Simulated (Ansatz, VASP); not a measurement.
Two plane-wave programs on Os

```
Os
1.0
     2.73410    0.00000    0.00000
    -1.36705    2.36780    0.00000
     0.00000    0.00000    4.31970
Os
2
Direct
  0.33333 0.66667 0.25000
  0.66667 0.33333 0.75000
```

Alike in both runs: functional PBE; k mesh 14 × 14 × 8; occupations fermi-dirac, width 0.05 eV; no spin polarisation.

Ansatz relaxed the structure, and its values are those at the end. VASP's run is a single point on that final structure, the one shown.

```csv
,VASP,Ansatz
version,VASP 6.6.1,Ansatz 0.2.0
potentials or method,"VASP PAW PBE potentials, release 64 (Os)","plane-wave PAW, scalar-relativistic"
plane-wave cutoff (eV),520,420
valence electrons in the cell,16,32
```

```tsv
	VASP	Ansatz	Ansatz less VASP
pressure (GPa)	8.8	8.8	-0.01
```

VASP's potentials hold 16 valence electrons a cell and Ansatz's 32, so a difference there can come from the potentials and not from the codes. Ansatz's warnings: stress scf threshold loose.

Neither program's run includes spin-orbit coupling.
